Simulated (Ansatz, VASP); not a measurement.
## Ni in VASP and in Ansatz

```
Ni
1.0
     0.00000    1.75969    1.75969
     1.75969    0.00000    1.75969
     1.75969    1.75969    0.00000
Ni
1
Direct
  0.00000 0.00000 0.00000
```

Alike in both runs: task single point; functional PBE; k mesh 15 × 15 × 15; occupations methfessel-paxton of order 1, width 0.03 eV; collinear spin.

|  | VASP | Ansatz |
| --- | --- | --- |
| version | VASP 6.6.1 | Ansatz 0.2.0 |
| potentials or method | VASP PAW PBE potentials, release 64 (Ni), cutoff 520 eV | plane waves (420 eV) with PAW, scalar-relativistic |
| valence electrons in the cell | 10 | 18 |

```csv
,VASP,Ansatz,Ansatz less VASP
pressure (GPa),-0.2,0.0,+0.14
net moment per atom (μB),0.64,0.67,+0.032
size of the moment on the site where the two differ most (μB),0.65,0.71,+0.058
```

Site moments also hang on the region over which each program counts them. VASP's potentials hold 10 valence electrons a cell and Ansatz's 18, so a difference there can come from the potentials and not from the codes. Ansatz's warnings: stability check not made.
